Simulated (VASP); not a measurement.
Input of a VASP 6.6.1 run:

Contents of POSCAR:

```
PbSe
1.0
    3.7843220000      0.0000000000      0.0000000000
    0.0000000000      3.7843220000      0.0000000000
    0.0000000000      0.0000000000      3.7843220000
Pb Se
1 1
Direct
    0.0000000000      0.0000000000      0.0000000000
    0.5000000000      0.5000000000      0.5000000000
```

File INCAR.step1:

```
PREC = Accurate
ENCUT = 520
EDIFF = 1E-5
ISMEAR = -1
SIGMA = 0.05
LREAL = F
LASPH = T
NELM = 150
ALGO = Normal
ISIF = 2
LWAVE = T
LCHARG = F
MAGMOM = 0 0 0 0 0 0
LORBIT = 11
LSORBIT = T
GGA_COMPAT = F
LORBMOM = T
NBANDS = 32
GGA = PE
```

File INCAR.step2:

```
PREC = Accurate
ENCUT = 520
EDIFF = 1E-7
ISMEAR = -1
SIGMA = 0.05
LREAL = F
LASPH = T
NELM = 150
ALGO = Normal
ISIF = 2
LWAVE = F
LCHARG = F
MAGMOM = 0 0 0 0 0 0
LORBIT = 11
LSORBIT = T
GGA_COMPAT = F
LORBMOM = T
GGA = PE
LHFCALC = T
HFSCREEN = 0.2079
PRECFOCK = Normal
NBANDS = 32
ISTART = 1
```

The input KPOINTS:

```
Automatic mesh
0
Gamma
  3 3 3
```

Potentials or basis: VASP PAW PBE potentials, release 64 (Pb_d, Se).

Command:

```sh
$ cat potpaw_PBE.64/Pb_d/POTCAR potpaw_PBE.64/Se/POTCAR > POTCAR
$ cp INCAR.step1 INCAR
$ mpirun -np 1 vasp_ncl > vasp.out
$ cp INCAR.step2 INCAR
$ mpirun -np 1 vasp_ncl > vasp.out
```

(1) Predict the pressure.

(2) Estimate the net moment.

Answers

(1) -1.9 GPa.

(2) 0.00 μB per cell.

Caveat: the k points lie up to 0.55 Å⁻¹ apart; the PAW data sets were made with another functional, which shifts forces and pressure a little.
